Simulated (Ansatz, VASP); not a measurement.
## One calculation of IrF, two programs

```
Ir F
1.0
     2.54766    0.00000    0.00000
     0.00000    2.54766    0.00000
     0.00000    0.00000    3.98941
Ir F
1 1
Direct
  0.50000 0.50000 0.50000
  0.00000 0.00000 0.00000
```

Change from the starting cell: species swapped into the HgPd type (P4/mmm, No. 123).

Alike in both runs: functional PBE; k mesh 6 × 6 × 6; occupations gaussian, width 0.1 eV; collinear spin.

Ansatz relaxed the structure, and its values are those at the end. VASP's run is a single point on that final structure, the one shown.

```csv
,VASP,Ansatz
version,VASP 6.6.1,Ansatz 0.2.0
potentials or method,"VASP PAW PBE potentials, release 64 (Ir, F), cutoff 520 eV","scalar-relativistic, plane waves, PAW"
valence electrons in the cell,16,24
```

|  | VASP | Ansatz | Ansatz less VASP |
| --- | --- | --- | --- |
| gap on the k mesh at the Fermi level (eV) | none | none | - |
| pressure (GPa) | -0.1 | 0.0 | +0.11 |
| net moment per atom (μB) | 0.18 | 0.19 | +0.003 |
| size of the moment on the site where the two differ most (μB) | 0.33 | 0.30 | -0.028 |

Site moments also hang on the region over which each program counts them. A gap of «none» marks a metal or a gap that the smearing closes. VASP's potentials hold 16 valence electrons a cell and Ansatz's 24, so a difference there can come from the potentials and not from the codes.

The k mesh is coarse, so the values compare programs but aren't converged. Spin-orbit coupling is off throughout.
